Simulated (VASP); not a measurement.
## AlN: single point with PBEsol

The system is AlN.

```
Al N
1.0
     3.38142    0.00000    0.00000
    -1.69071    2.92840    0.00000
     0.00000    0.00000    4.04114
Al N
2 2
Direct
  0.33333 0.66667 0.75000
  0.66667 0.33333 0.25000
  0.33333 0.66667 0.25000
  0.66667 0.33333 0.75000
```

This cell differs from its parent crystal: volume 10.004 Å^3 an atom, c/a of the conventional cell 1.1951.

```yaml
Program: VASP 6.6.1
Task: single point
Functional: PBEsol
Potentials_or_basis: VASP PAW PBE potentials, release 64 (Al, N)
Cutoff: 520 eV
k_mesh: 9 × 9 × 6
Occupations: gaussian, width 0.05 eV
Spin: no spin polarisation
```

The pressure is -5.1 GPa and the band gap on the k mesh is 3.31 eV, direct.

Stress tensor (GPa, compression positive):
```
-8.41  0.00  0.00
 0.00 -8.41  0.00
 0.00  0.00  1.47
```

Levels at points of the mesh, in eV from the valence-band top:
```
           k point  band 6  band 7  band 8  band 9  band 10  band 11
(0.00, 0.00, 0.00)   -1.25   -1.25    0.00    3.31     4.36     8.07
(0.00, 0.00, 0.50)   -2.27   -2.27   -2.27    5.74     5.74     8.16
```

It took 26 s on 1 thread of Intel Xeon 6975P-C, on a shared host, peak memory 0.17 GiB.

Caveat: the PAW data sets were made with another functional, which shifts forces and pressure a little.
